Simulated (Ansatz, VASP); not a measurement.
## MgSe: VASP beside Ansatz

```
Mg Se
1.0
     0.00000    2.73043    2.73043
     2.73043    0.00000    2.73043
     2.73043    2.73043    0.00000
Mg Se
1 1
Direct
  0.00000 0.00000 0.00000
  0.50000 0.50000 0.50000
```

Alike in both runs: task single point; functional PBEsol; k mesh 10 × 10 × 10; occupations gaussian, width 0.05 eV; no spin polarisation.

|  | VASP | Ansatz |
| --- | --- | --- |
| version | VASP 6.6.1 | Ansatz 0.2.0 |
| potentials or method | VASP PAW PBE potentials, release 64 (Mg, Se), cutoff 600 eV | scalar-relativistic, plane waves, PAW |
| valence electrons in the cell | 8 | 26 |

```csv
,VASP,Ansatz,Ansatz less VASP
gap on the k mesh at the Fermi level (eV),1.75,1.77,+0.013
least direct gap on the mesh (eV),2.46,2.46,-0.001
pressure (GPa),-0.5,-0.4,+0.06
```

VASP's potentials were made for PBE, not for PBEsol. VASP's potentials hold 8 valence electrons a cell and Ansatz's 26, so a difference there can come from the potentials and not from the codes.
